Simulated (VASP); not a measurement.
# LuMo2ClO4 (P4/mmm) in VASP: single point with PBE

Aim: the single point of LuMo2ClO4 with PBE.

Program: VASP 6.6.1. These are calculated values, not measurements. Logs are shortened: lines on timing, memory, paths and dates and some standing lists are left out, and cuts for length are marked.

**1. The cell of the first run**

Symmetry: P4/mmm, No. 123, tetragonal system. Conventional cell: a = 3.446 Å, b = 3.446 Å, c = 7.981 Å, α = 90.00°, β = 90.00°, γ = 90.00°. Cl (site symmetry 4/mmm) has 8 Mo at 3.00 Å and 8 O at 3.27 Å and 4 Cl at 3.45 Å and 2 Lu at 3.99 Å within 4.0 Å. Within 2.8 Å of Lu (site symmetry 4/mmm) lie 8 O at 2.11 Å. O (site symmetry 2mm) has 2 Mo at 2.01 Å and 2 Lu at 2.11 Å and 5 O at 2.43 to 2.44 Å within 2.7 Å. Mo (site symmetry 4mm) has 4 O at 2.01 Å within 2.7 Å.

**2. Single point, PBE**

INCAR

```
SYSTEM = LuMo2ClO4
PREC = Accurate
ENCUT = 520
EDIFF = 1E-7
ISMEAR = -1
SIGMA = 0.0139
LREAL = .False.
LASPH = .True.
NELM = 80
ALGO = Normal
ISIF = 2
LWAVE = .False.
LCHARG = .False.
GGA = PE
NBANDS = 52
```

KPOINTS

```
regular mesh
0
Gamma
  10 10 5
  0 0 0
```

POSCAR

```
LuMo2ClO4
1.0
    3.4455970000      0.0000000000      0.0000000000
    0.0000000000      3.4455970000      0.0000000000
    0.0000000000      0.0000000000      7.9813260000
Cl Lu O Mo
1 1 4 2
Direct
    0.0000000000      0.0000000000      0.5000000000
    0.0000000000      0.0000000000      0.0000000000
    0.5000000000      0.0000000000      0.8480000000
    0.0000000000      0.5000000000      0.8480000000
    0.5000000000      0.0000000000      0.1520000000
    0.0000000000      0.5000000000      0.1520000000
    0.5000000000      0.5000000000      0.7193000000
    0.5000000000      0.5000000000      0.2807000000
```

Potentials or basis: VASP PAW PBE potentials, release 64 (Cl, Lu, O, Mo_sv).

Command:

```
$ cat potpaw_PBE.64/Cl/POTCAR potpaw_PBE.64/Lu/POTCAR potpaw_PBE.64/O/POTCAR potpaw_PBE.64/Mo_sv/POTCAR > POTCAR
$ mpirun -np 1 vasp_std > vasp.out
```

OUTCAR:

```text
SYSTEM = LuMo2ClO4
   PREC = Accurate
   ENCUT = 520
   EDIFF = 1E-7
   ISMEAR = -1
   LREAL = .False.
   LASPH = .True.
   NELM = 80
   ISIF = 2
   GGA = PE

 ion  position               nearest neighbor table
   1  0.000  0.000  0.500-   7 3.00   8 3.00   7 3.00   8 3.00   7 3.00   8 3.00   7 3.00   8 3.00

   2  0.000  0.000  0.000-   3 2.11   4 2.11   5 2.11   6 2.11   4 2.11   6 2.11   3 2.11   5 2.11
                             7 3.31   8 3.31   7 3.31   8 3.31   7 3.31   8 3.31   7 3.31   8 3.31
   3  0.500  0.000  0.848-   7 2.01   7 2.01   2 2.11   2 2.11
   4  0.000  0.500  0.848-   7 2.01   7 2.01   2 2.11   2 2.11
   5  0.500  0.000  0.152-   8 2.01   8 2.01   2 2.11   2 2.11
   6  0.000  0.500  0.152-   8 2.01   8 2.01   2 2.11   2 2.11
   7  0.500  0.500  0.719-   3 2.01   4 2.01   3 2.01   4 2.01   1 3.00   1 3.00   1 3.00   1 3.00
                             2 3.31   2 3.31   2 3.31   2 3.31
   8  0.500  0.500  0.281-   5 2.01   6 2.01   5 2.01   6 2.01   1 3.00   1 3.00   1 3.00   1 3.00
                             2 3.31   2 3.31   2 3.31   2 3.31

  LATTYP: Found a simple tetragonal cell.
 ALAT       =     3.4455970000
 C/A-ratio  =     2.3163840693

  Lattice vectors:

 A1 = (   3.4455970000,   0.0000000000,   0.0000000000)
 A2 = (   0.0000000000,   3.4455970000,   0.0000000000)
 A3 = (   0.0000000000,   0.0000000000,   7.9813260000)

Analysis of symmetry for initial positions (statically):
=====================================================================
 Subroutine PRICEL returns:
 Original cell was already a primitive cell.

 Routine SETGRP: Setting up the symmetry group for a
 simple tetragonal supercell.

 Subroutine GETGRP returns: Found 16 space group operations
 (whereof 16 operations were pure point group operations)
 out of a pool of 16 trial point group operations.

The static configuration has the point symmetry D_4h.

Analysis of symmetry for dynamics (positions and initial velocities):
=====================================================================
 Subroutine PRICEL returns:
 Original cell was already a primitive cell.

 Routine SETGRP: Setting up the symmetry group for a
 simple tetragonal supercell.

 Subroutine GETGRP returns: Found 16 space group operations
 (whereof 16 operations were pure point group operations)
 out of a pool of 16 trial point group operations.

The dynamic configuration has the point symmetry D_4h.

 Subroutine INISYM returns: Found 16 space group operations
 (whereof 16 operations are pure point group operations),
 and found     1 'primitive' translations

----------------------------------------------------------------------------------------

                                     Primitive cell

  volume of cell :      94.7554

  direct lattice vectors                    reciprocal lattice vectors
     3.445597000  0.000000000  0.000000000     0.290225467  0.000000000  0.000000000
     0.000000000  3.445597000  0.000000000     0.000000000  0.290225467  0.000000000
     0.000000000  0.000000000  7.981326000     0.000000000  0.000000000  0.125292464

  length of vectors
     3.445597000  3.445597000  7.981326000     0.290225467  0.290225467  0.125292464

  position of ions in fractional coordinates (direct lattice)
     0.000000000  0.000000000  0.500000000
     0.000000000  0.000000000  0.000000000
     0.500000000  0.000000000  0.848000000
     0.000000000  0.500000000  0.848000000
     0.500000000  0.000000000  0.152000000
     0.000000000  0.500000000  0.152000000
     0.500000000  0.500000000  0.719300000
     0.500000000  0.500000000  0.280700000

  ion indices of the primitive-cell ions
   primitive index   ion index
                 1           1
                 2           2
                 3           3
                 4           4
                 5           5
                 6           6
                 7           7
                 8           8

----------------------------------------------------------------------------------------

 KPOINTS: regular mesh

Automatic generation of k-mesh.
 Grid dimensions read from file:
 generate k-points for:   10   10    5

 Generating k-lattice:

  Cartesian coordinates                     Fractional coordinates (reciprocal lattice)
     0.029022547  0.000000000  0.000000000     0.100000000  0.000000000  0.000000000
     0.000000000  0.029022547  0.000000000     0.000000000  0.100000000  0.000000000
     0.000000000  0.000000000  0.025058493     0.000000000  0.000000000  0.200000000

  Length of vectors
     0.029022547  0.029022547  0.025058493

  Shift w.r.t. Gamma in fractional coordinates (k-lattice)
     0.000000000  0.000000000  0.000000000

 Subroutine IBZKPT returns following result:
 ===========================================

 Found     63 irreducible k-points:

 Following reciprocal coordinates:
            Coordinates               Weight
  0.000000  0.000000  0.000000      1.000000
  0.100000  0.000000  0.000000      4.000000
  0.200000  0.000000  0.000000      4.000000
  0.300000  0.000000  0.000000      4.000000
  0.400000  0.000000  0.000000      4.000000
  0.500000  0.000000  0.000000      2.000000
[... 16 lines left out ...]
  0.100000  0.000000  0.200000      8.000000
  0.200000  0.000000  0.200000      8.000000
 [... further k-points ...]
   k-points           NKPTS =     63   k-points in BZ     NKDIM =     63   number of bands    NBANDS=     52
   number of dos      NEDOS =    301   number of ions     NIONS =      8
   total plane-waves  NPLWV =  47040
   dimension x,y,z NGX =    28 NGY =   28 NGZ =   60
   dimension x,y,z NGXF=    56 NGYF=   56 NGZF=  120
   ions per type =               1   1   4   2
   NGX,Y,Z   is equivalent  to a cutoff of  13.51, 13.51, 12.50 a.u.
   NGXF,Y,Z  is equivalent  to a cutoff of  27.02, 27.02, 25.00 a.u.
 SYSTEM =  LuMo2ClO4
   PREC   = accura    normal or accurate (medium, high low for compatibility)
   ISTART =      0    job   : 0-new  1-cont  2-samecut
   ICHARG =      2    charge: 1-file 2-atom 10-const
   ISPIN  =      1    spin polarized calculation?
   LNONCOLLINEAR =      F non collinear calculations
   LSORBIT =      F    spin-orbit coupling
   LASPH  =      T    aspherical Exc in radial PAW
   ENCUT  =  520.0 eV  38.22 Ry    6.18 a.u.   6.41  6.41 14.84*2*pi/ulx,y,z
   NELM   =     80;   NELMIN=  2; NELMDL= -5     # of ELM steps
   EDIFF  = 0.1E-06   stopping-criterion for ELM
   LREAL  =      F    real-space projection
   EDIFFG = 0.1E-05   stopping-criterion for IOM
   NSW    =      0    number of steps for IOM
   IBRION =     -1    ionic relax: 0-MD 1-quasi-New 2-CG
   NFREE  =      0    steps in history (QN), initial steepest desc. (CG)
   ISIF   =      2    stress and relaxation
   ISYM   =      2    0-nonsym 1-usesym 2-fastsym
   POTIM  = 0.5000    time-step for ionic-motion
   TEBEG  =    0.0;   TEEND  =   0.0 temperature during run
   PSTRESS=    0.0 pullay stress
   NELECT =      84.0000    total number of electrons
   NUPDOWN=      -1.0000    fix difference up-down
   EMIN   =  10.00;   EMAX   =-10.00  energy-range for DOS
   EFERMI =   0.00;   METHOD = LEGACY
   ISMEAR =    -1;   SIGMA  =   0.01  broadening in eV -4-tet -1-fermi 0-gaus
   EFERMI_NEDOS =   21; number of points for ismear=-14 and -15
   IALGO  =     38    algorithm
   IMIX   =      4    mixing-type and parameters
     AMIX     =   0.40;   BMIX     =  1.00
     AMIX_MAG =   1.60;   BMIX_MAG =  1.00
  volume/ion in A,a.u.               =      11.84        79.93
  Fermi-wavevector in a.u.,A,eV,Ry     =   1.572654  2.971886 33.650492  2.473241
  Thomas-Fermi vector in A             =   2.674056
   LORBIT       =      0    0 simple, 1 ext, 2 COOP (PROOUT), +10 PAW based schemes
   GGA     = PE    functional components
   LHFCALC =     F    Hartree Fock is set to
   AEXX    =    0.0000 exact exchange contribution
   IVDW    =     0    specifies the selected vdW correction
   LEPSILON=     F    determine dielectric tensor
   LRPA    =     F    only Hartree local field effects (RPA)
 non-spin polarized calculation
  energy-cutoff  :      520.00
  volume of cell :       94.76
 maximum number of plane-waves:      2584
 NGX is ok and might be reduce to    28
   NGX = 13   NGY = 13   NGZ = 29

 number of electron      83.9999962 magnetization

 Free energy of the ion-electron system (eV)
  ---------------------------------------------------
  ext. energy  EPLUGINS =         0.00000000
  ---------------------------------------------------
  free energy    TOTEN  =       -58.77481229 eV

  energy without entropy =      -58.76863243  energy(sigma->0) =      -58.77172236

 E-fermi :   8.6102     XC(G=0): -12.2516

 val. band max:        8.6088628739   @ k =   0.3000   0.2000   0.4000
 cond. band min:       8.6148218820   @ k =   0.2000   0.2000   0.4000
 fundamental gap:      0.0059590081
 Fermi energy:         8.6102399465

 k-point     1 :       0.0000    0.0000    0.0000
  band No.  band energies     occupation
      1     -53.5381      2.00000
      2     -53.5358      2.00000
      3     -46.3780      2.00000
      4     -27.6926      2.00000
      5     -27.6926      2.00000
      6     -27.6886      2.00000
[... 44 lines left out ...]
     51      12.7813      0.00000
     52      13.8670      0.00000

 k-point     2 :       0.1000    0.0000    0.0000
  band No.  band energies     occupation
      1     -53.5373      2.00000
      2     -53.5350      2.00000
      3     -46.3763      2.00000
      4     -27.7140      2.00000
      5     -27.7097      2.00000
      6     -27.6915      2.00000
[... 44 lines left out ...]
     51      12.9743      0.00000
     52      14.0603      0.00000
[... 1153 lines left out ...]
     51      12.8773      0.00000
     52      14.0761      0.00000

 k-point    24 :       0.2000    0.0000    0.2000
  band No.  band energies     occupation
      1     -53.5352      2.00000
      2     -53.5329      2.00000
      3     -46.3719      2.00000
      4     -27.7637      2.00000
      5     -27.7594      2.00000
      6     -27.6886      2.00000
[... 44 lines left out ...]
     51      13.2407      0.00000
     52      14.1698      0.00000

 [... further k-points ...]

------------------------ aborting loop because EDIFF is reached ----------------------------------------

  FORCE on cell =-STRESS in cart. coord.  units (eV):
  Direction    XX          YY          ZZ          XY          YZ          ZX
  --------------------------------------------------------------------------------------
  -------------------------------------------------------------------------------------
  Total       21.1988723     21.1988723     11.4980462      0.0000000     -0.0000000     -0.0000000
  in kB      358.4423616    358.4423616    194.4153817      0.0000000     -0.0000000     -0.0000000
  external PRESSURE =     303.7667016 kB  Pullay stress =       0.0000000 kB

 VOLUME and BASIS-vectors are now :
 -----------------------------------------------------------------------------
  energy-cutoff  :      520.00
  volume of cell :       94.76
      direct lattice vectors                 reciprocal lattice vectors
     3.445597000  0.000000000  0.000000000     0.290225467  0.000000000  0.000000000
     0.000000000  3.445597000  0.000000000     0.000000000  0.290225467  0.000000000
     0.000000000  0.000000000  7.981326000     0.000000000  0.000000000  0.125292464

 POSITION                                       TOTAL-FORCE (eV/Angst)
 -----------------------------------------------------------------------------------
      0.00000      0.00000      3.99066        -0.000000     -0.000000     -0.000000
      0.00000      0.00000      0.00000        -0.000000     -0.000000     -0.000000
      1.72280      0.00000      6.76816        -0.000000     -0.000000     -3.312407
      0.00000      1.72280      6.76816        -0.000000     -0.000000     -3.312407
      1.72280      0.00000      1.21316        -0.000000     -0.000000      3.312407
      0.00000      1.72280      1.21316        -0.000000      0.000000      3.312407
      1.72280      1.72280      5.74097         0.000000      0.000000     -0.489074
      1.72280      1.72280      2.24036         0.000000      0.000000      0.489074
 -----------------------------------------------------------------------------------
    total drift:                               -0.000000      0.000000      0.000000

  FREE ENERGIE OF THE ION-ELECTRON SYSTEM (eV)
  ---------------------------------------------------
  free  energy   TOTEN  =       -58.7748122896 eV

  energy  without entropy=      -58.7686324252  energy(sigma->0) =      -58.77172236
```

Run time: 13 min. Hardware: 1 thread of AMD EPYC 7R13, shared host; peak memory 0.42 GiB.

What came out:

```yaml
Free_energy: -58.7748 eV
Pressure: 30.4 GPa
Largest_force: 3.312 eV/Å
Band_gap_on_the_k_mesh: zero (bands 42 and 43 overlap by 0.34 eV)
```

Forces on the atoms (eV/Å):
```
Cl   0.000  0.000  0.000
Lu   0.000  0.000  0.000
O    0.000  0.000 -3.312
O    0.000  0.000 -3.312
O    0.000  0.000  3.312
O    0.000  0.000  3.312
Mo   0.000  0.000 -0.489
Mo   0.000  0.000  0.489
```

Stress tensor (GPa, compression positive):
```
35.84  0.00  0.00
 0.00 35.84  0.00
 0.00  0.00 19.44
```

Caveat: the cell stands under pressure; spin-orbit coupling is left out, which moves the levels of the heavy elements; forces of over 1 eV/Å act on the atoms, so gaps and moduli don't describe the material at rest.
